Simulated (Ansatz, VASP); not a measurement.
NbTe in VASP and in Ansatz

POSCAR

```
NbTe
1.0
    3.7274981105      0.0000000000      0.0000000000
   -1.8637490552      3.2281080563      0.0000000000
    0.0000000000      0.0000000000      3.7186766865
Te Nb
1 1
Direct
    0.6666666667      0.3333333333      0.0000000000
    0.0000000000      0.0000000000      0.5000000000
```

File INCAR.step1:

```
SYSTEM = NbTe
PREC = Accurate
ENCUT = 520
ISMEAR = -1
SIGMA = 0.05
LREAL = .False.
LASPH = .True.
NELM = 100
NBANDS = 16
GGA = PE
ALGO = Normal
EDIFF = 1E-4
LWAVE = .True.
LCHARG = .False.
```

INCAR.step2

```
SYSTEM = NbTe
PREC = Accurate
ENCUT = 520
EDIFF = 1E-6
ISMEAR = -1
SIGMA = 0.05
LREAL = .False.
LASPH = .True.
NELM = 100
ALGO = Normal
ISIF = 2
LWAVE = .False.
LCHARG = .True.
METAGGA = R2SCAN
LMIXTAU = .True.
LELF = .True.
LVHAR = .True.
NBANDS = 16
ISTART = 1
```

KPOINTS

```
Automatic mesh
0
Gamma
  8 8 7
  0 0 0
```

File input.yaml:

```yaml
crystal:
  lattice:
    - [3.7274981105, 0.0, 0.0]
    - [-1.8637490552, 3.2281080563, 0.0]
    - [0.0, 0.0, 3.7186766865]
  atoms:
    - { symbol: Te, position: [0.6666666667, 0.3333333333, 0.0] }
    - { symbol: Nb, position: [0.0, 0.0, 0.5] }
hamiltonian:
  xc: r2scan
  pseudopotentials: { kind: paw }
kpoints:
  mp_grid: { grid: [8, 8, 7] }
scf:
  occupations: { method: fermi_dirac, width: 0.05 }
output:
  forces: true
  stress: true
  eigenvalues: true
```

Alike in both runs: task single point; functional r2SCAN; k mesh 8 × 8 × 7; occupations fermi-dirac, width 0.05 eV; no spin polarisation.

|  | VASP | Ansatz |
| --- | --- | --- |
| version | VASP 6.6.1 | Ansatz 0.2.0 |
| potentials or method | VASP PAW PBE potentials, release 64 (Te, Nb_sv) | Ansatz PAW |
| plane-wave cutoff (eV) | 520 | 500 |
| valence electrons in the cell | 19 | 29 |

Ansatz gave:

* gap on the k mesh at the Fermi level (eV): none
* pressure (GPa): -3.8
* traceless stress, the component that is largest in VASP (GPa): -0.52

Question: Estimate VASP's values.

Answer: gap on the k mesh at the Fermi level (eV): none; pressure (GPa): -3.9; traceless stress, the component that is largest in VASP (GPa): -0.56.

VASP's potentials were made for PBE, not for r2SCAN. A gap of «none» marks a metal or a gap that the smearing closes. VASP's potentials hold 19 valence electrons a cell and Ansatz's 29, so a difference there can come from the potentials and not from the codes.

Neither program's run includes spin-orbit coupling.
